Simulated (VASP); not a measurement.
# Hg (Fm-3m) in VASP: a series of runs

Aim: see how the results for Hg move with the level of theory and the settings. Levels: PBEsol, r2SCAN. Tasks: single point.

Everything below comes from runs of VASP 6.6.1. Logs are shortened: lines on timing, memory, paths and dates and some standing lists are left out, and cuts for length are marked.

### Step 1. The cell of the first run

The structure is cubic, space group Fm-3m (No. 225). The conventional cell has a = 4.665 Å, b = 4.665 Å, c = 4.665 Å, α = 90.00°, β = 90.00°, γ = 90.00°. Hg (site symmetry m-3m) has 12 Hg at 3.30 Å within 4.3 Å.

### Step 2. Single point, PBEsol (strained)

The input, INCAR:

```
SYSTEM = Hg
PREC = Accurate ; ENCUT = 520
EDIFF = 1E-7 ; ISMEAR = 0
SIGMA = 0.05 ; LREAL = .False.
LASPH = .True. ; NELM = 80
ALGO = Normal ; ISIF = 2
LWAVE = .False. ; LCHARG = .False.
GGA = PS ; NBANDS = 12
```

The input, KPOINTS:

```
regular mesh
0
Gamma
  12 12 12
  0 0 0
```

The input, POSCAR:

```
Hg
1.0
    0.0000000000      2.3324723823      2.3324723823
    2.3324723823      0.0000000000      2.3324723823
    2.3324723823      2.3324723823      0.0000000000
Hg
1
Direct
    0.0000000000      0.0000000000      0.0000000000
```

Potentials or basis: VASP PAW PBE potentials, release 64 (Hg).

Started as:

```
cat potpaw_PBE.64/Hg/POTCAR > POTCAR
mpirun -np 1 vasp_std > vasp.out
```

OUTCAR:

```text
SYSTEM = Hg
   PREC = Accurate
   ENCUT = 520
   EDIFF = 1E-7
   ISMEAR = 0
   LREAL = .False.
   LASPH = .True.
   NELM = 80
   ISIF = 2
   GGA = PS

 ion  position               nearest neighbor table
   1  0.000  0.000  0.000-

  LATTYP: Found a face centered cubic cell.
 ALAT       =     4.6649447646

  Lattice vectors:

 A1 = (   0.0000000000,   2.3324723823,   2.3324723823)
 A2 = (   2.3324723823,   0.0000000000,   2.3324723823)
 A3 = (   2.3324723823,   2.3324723823,   0.0000000000)

Analysis of symmetry for initial positions (statically):
=====================================================================
 Subroutine PRICEL returns:
 Original cell was already a primitive cell.

 Routine SETGRP: Setting up the symmetry group for a
 face centered cubic supercell.

 Subroutine GETGRP returns: Found 48 space group operations
 (whereof 48 operations were pure point group operations)
 out of a pool of 48 trial point group operations.

The static configuration has the point symmetry O_h .

Analysis of symmetry for dynamics (positions and initial velocities):
=====================================================================
 Subroutine PRICEL returns:
 Original cell was already a primitive cell.

 Routine SETGRP: Setting up the symmetry group for a
 face centered cubic supercell.

 Subroutine GETGRP returns: Found 48 space group operations
 (whereof 48 operations were pure point group operations)
 out of a pool of 48 trial point group operations.

The dynamic configuration has the point symmetry O_h .

 Subroutine INISYM returns: Found 48 space group operations
 (whereof 48 operations are pure point group operations),
 and found     1 'primitive' translations

----------------------------------------------------------------------------------------

                                     Primitive cell

  volume of cell :      25.3793

  direct lattice vectors                    reciprocal lattice vectors
     0.000000000  2.332472382  2.332472382    -0.214364810  0.214364810  0.214364810
     2.332472382  0.000000000  2.332472382     0.214364810 -0.214364810  0.214364810
     2.332472382  2.332472382  0.000000000     0.214364810  0.214364810 -0.214364810

  length of vectors
     3.298614077  3.298614077  3.298614077     0.371290743  0.371290743  0.371290743

  position of ions in fractional coordinates (direct lattice)
     0.000000000  0.000000000  0.000000000

  ion indices of the primitive-cell ions
   primitive index   ion index
                 1           1

----------------------------------------------------------------------------------------

 KPOINTS: regular mesh

Automatic generation of k-mesh.
 Grid dimensions read from file:
 generate k-points for:   12   12   12

 Generating k-lattice:

  Cartesian coordinates                     Fractional coordinates (reciprocal lattice)
    -0.017863734  0.017863734  0.017863734     0.083333333  0.000000000  0.000000000
     0.017863734 -0.017863734  0.017863734     0.000000000  0.083333333  0.000000000
     0.017863734  0.017863734 -0.017863734     0.000000000  0.000000000  0.083333333

  Length of vectors
     0.030940895  0.030940895  0.030940895

  Shift w.r.t. Gamma in fractional coordinates (k-lattice)
     0.000000000  0.000000000  0.000000000

 Subroutine IBZKPT returns following result:
 ===========================================

 Found     72 irreducible k-points:

 Following reciprocal coordinates:
            Coordinates               Weight
  0.000000  0.000000  0.000000      1.000000
  0.083333  0.000000  0.000000      8.000000
  0.166667  0.000000  0.000000      8.000000
  0.250000  0.000000  0.000000      8.000000
  0.333333  0.000000  0.000000      8.000000
  0.416667  0.000000  0.000000      8.000000
[... 16 lines left out ...]
  0.500000  0.166667  0.000000     24.000000
 -0.416667  0.166667  0.000000     24.000000
 [... further k-points ...]
   k-points           NKPTS =     72   k-points in BZ     NKDIM =     72   number of bands    NBANDS=     12
   number of dos      NEDOS =    301   number of ions     NIONS =      1
   total plane-waves  NPLWV =  21952
   dimension x,y,z NGX =    28 NGY =   28 NGZ =   28
   dimension x,y,z NGXF=    56 NGYF=   56 NGZF=   56
   ions per type =               1
   NGX,Y,Z   is equivalent  to a cutoff of  14.11, 14.11, 14.11 a.u.
   NGXF,Y,Z  is equivalent  to a cutoff of  28.22, 28.22, 28.22 a.u.
 SYSTEM =  Hg
   PREC   = accura    normal or accurate (medium, high low for compatibility)
   ISTART =      0    job   : 0-new  1-cont  2-samecut
   ICHARG =      2    charge: 1-file 2-atom 10-const
   ISPIN  =      1    spin polarized calculation?
   LNONCOLLINEAR =      F non collinear calculations
   LSORBIT =      F    spin-orbit coupling
   LASPH  =      T    aspherical Exc in radial PAW
   ENCUT  =  520.0 eV  38.22 Ry    6.18 a.u.   6.13  6.13  6.13*2*pi/ulx,y,z
   NELM   =     80;   NELMIN=  2; NELMDL= -5     # of ELM steps
   EDIFF  = 0.1E-06   stopping-criterion for ELM
   LREAL  =      F    real-space projection
   EDIFFG = 0.1E-05   stopping-criterion for IOM
   NSW    =      0    number of steps for IOM
   IBRION =     -1    ionic relax: 0-MD 1-quasi-New 2-CG
   NFREE  =      0    steps in history (QN), initial steepest desc. (CG)
   ISIF   =      2    stress and relaxation
   ISYM   =      2    0-nonsym 1-usesym 2-fastsym
   POTIM  = 0.5000    time-step for ionic-motion
   TEBEG  =    0.0;   TEEND  =   0.0 temperature during run
   PSTRESS=    0.0 pullay stress
   NELECT =      12.0000    total number of electrons
   NUPDOWN=      -1.0000    fix difference up-down
   EMIN   =  10.00;   EMAX   =-10.00  energy-range for DOS
   EFERMI =   0.00;   METHOD = LEGACY
   ISMEAR =     0;   SIGMA  =   0.05  broadening in eV -4-tet -1-fermi 0-gaus
   EFERMI_NEDOS =   21; number of points for ismear=-14 and -15
   IALGO  =     38    algorithm
   IMIX   =      4    mixing-type and parameters
     AMIX     =   0.40;   BMIX     =  1.00
     AMIX_MAG =   1.60;   BMIX_MAG =  1.00
  volume/ion in A,a.u.               =      25.38       171.27
  Fermi-wavevector in a.u.,A,eV,Ry     =   1.275387  2.410132 22.131408  1.626613
  Thomas-Fermi vector in A             =   2.408102
   LORBIT       =      0    0 simple, 1 ext, 2 COOP (PROOUT), +10 PAW based schemes
   GGA     = PS    functional components
   LHFCALC =     F    Hartree Fock is set to
   AEXX    =    0.0000 exact exchange contribution
   IVDW    =     0    specifies the selected vdW correction
   LEPSILON=     F    determine dielectric tensor
   LRPA    =     F    only Hartree local field effects (RPA)
 non-spin polarized calculation
 Gauss-broadening in eV      SIGMA  =   0.05
  energy-cutoff  :      520.00
  volume of cell :       25.38
 maximum number of plane-waves:       701
 NGX is ok and might be reduce to    28
   NGX = 13   NGY = 13   NGZ = 13

 number of electron      12.0000002 magnetization

 Free energy of the ion-electron system (eV)
  ---------------------------------------------------
  ext. energy  EPLUGINS =         0.00000000
  ---------------------------------------------------
  free energy    TOTEN  =        -0.53868003 eV

  energy without entropy =       -0.53834295  energy(sigma->0) =       -0.53851149

 E-fermi :   1.7972     XC(G=0): -10.6564

 val. band max:        1.7778456685   @ k =  -0.3333   0.4167   0.0833
 cond. band min:       1.9569053090   @ k =   0.5000   0.5000   0.0000
 fundamental gap:      0.1790596405
 Fermi energy:         1.7972390032

 k-point     1 :       0.0000    0.0000    0.0000
  band No.  band energies     occupation
      1      -6.5231      2.00000
      2      -4.7521      2.00000
      3      -4.7521      2.00000
      4      -4.7521      2.00000
      5      -4.1976      2.00000
      6      -4.1976      2.00000
      7      15.3535      0.00000
      8      16.0653      0.00000
      9      16.0653      0.00000
     10      16.0653      0.00000
     11      19.9830      0.00000
     12      21.0733      0.00000

 k-point     2 :       0.0833    0.0000    0.0000
  band No.  band energies     occupation
      1      -6.3574      2.00000
      2      -4.7679      2.00000
      3      -4.7180      2.00000
      4      -4.7180      2.00000
      5      -4.2059      2.00000
      6      -4.2059      2.00000
      7      14.1735      0.00000
      8      15.5022      0.00000
      9      15.9479      0.00000
     10      15.9479      0.00000
     11      20.0609      0.00000
     12      21.1649      0.00000

 k-point     3 :       0.1667    0.0000    0.0000
  band No.  band energies     occupation
      1      -5.9189      2.00000
      2      -4.7457      2.00000
      3      -4.6501      2.00000
      4      -4.6501      2.00000
      5      -4.1997      2.00000
      6      -4.1997      2.00000
      7      11.2102      0.00000
      8      15.5841      0.00000
      9      15.6009      0.00000
     10      15.6009      0.00000
     11      19.3777      0.00000
     12      20.7853      0.00000
[... 286 lines left out ...]
 k-point    23 :       0.5000    0.1667    0.0000
  band No.  band energies     occupation
      1      -5.3404      2.00000
      2      -4.8206      2.00000
      3      -4.5151      2.00000
      4      -4.2188      2.00000
      5      -3.7153      2.00000
      6      -0.3577      2.00000
      7       2.5764      0.00000
      8      10.4569      0.00000
      9      12.0347      0.00000
     10      14.1823      0.00000
     11      20.8120      0.00000
     12      21.2309      0.00000

 k-point    24 :      -0.4167    0.1667    0.0000
  band No.  band energies     occupation
      1      -5.3187      2.00000
      2      -4.8300      2.00000
      3      -4.5395      2.00000
      4      -4.1182      2.00000
      5      -3.8020      2.00000
      6       0.1449      2.00000
      7       2.0027      0.00000
      8       9.8011      0.00000
      9      12.6814      0.00000
     10      14.3779      0.00000
     11      20.2821      0.00000
     12      20.8282      0.00000

 [... further k-points ...]
[... 5 lines left out ...]
  --------------------------------------------------------------------------------------
  -------------------------------------------------------------------------------------
  Total       -0.2963249     -0.2963249     -0.2963249     -0.0000000      0.0000000      0.0000000
  in kB      -18.7067858    -18.7067858    -18.7067858     -0.0000000      0.0000000      0.0000000
  external PRESSURE =     -18.7067858 kB  Pullay stress =       0.0000000 kB

 VOLUME and BASIS-vectors are now :
 -----------------------------------------------------------------------------
  energy-cutoff  :      520.00
  volume of cell :       25.38
      direct lattice vectors                 reciprocal lattice vectors
     0.000000000  2.332472382  2.332472382    -0.214364810  0.214364810  0.214364810
     2.332472382  0.000000000  2.332472382     0.214364810 -0.214364810  0.214364810
     2.332472382  2.332472382  0.000000000     0.214364810  0.214364810 -0.214364810

 POSITION                                       TOTAL-FORCE (eV/Angst)
 -----------------------------------------------------------------------------------
      0.00000      0.00000      0.00000         0.000000      0.000000      0.000000
 -----------------------------------------------------------------------------------
    total drift:                               -0.000000     -0.000000     -0.000000

  FREE ENERGIE OF THE ION-ELECTRON SYSTEM (eV)
  ---------------------------------------------------
  free  energy   TOTEN  =        -0.5386800339 eV

  energy  without entropy=       -0.5383429480  energy(sigma->0) =       -0.53851149
```

Wall time 14 s (1 thread of Intel Xeon Platinum 8488C (Sapphire Rapids), shared host); peak memory 0.17 GiB.

Results:

```yaml
Free_energy: -0.5387 eV
Pressure: -1.9 GPa
Band_gap_on_the_k_mesh: zero (band 6 reaches 2.13 eV, above the bottom of band 7 at 0.64 eV)
```

Levels at points of the mesh, in eV from the Fermi level:
```
           k point  band 2  band 3  band 4  band 5  band 6  band 7  band 8  band 9  band 10  band 11
(0.00, 0.00, 0.00)   -6.55   -6.55   -6.55   -5.99   -5.99   13.56   14.27   14.27    14.27    18.19
(0.50, 0.00, 0.00)   -6.55   -6.55   -5.53   -5.53   -1.56   -1.16   12.02   12.02    12.81    17.24
(0.50, 0.50, 0.00)   -7.31   -5.56   -5.40   -5.40    0.16    0.36    6.93    6.93    11.04    12.70
```

Caveat: the cell differs from its parent crystal (strained); the PAW data sets were made with another functional, which shifts forces and pressure a little; spin-orbit coupling is left out, which moves the levels of the heavy elements.

(Continued in part 2 of 2.)
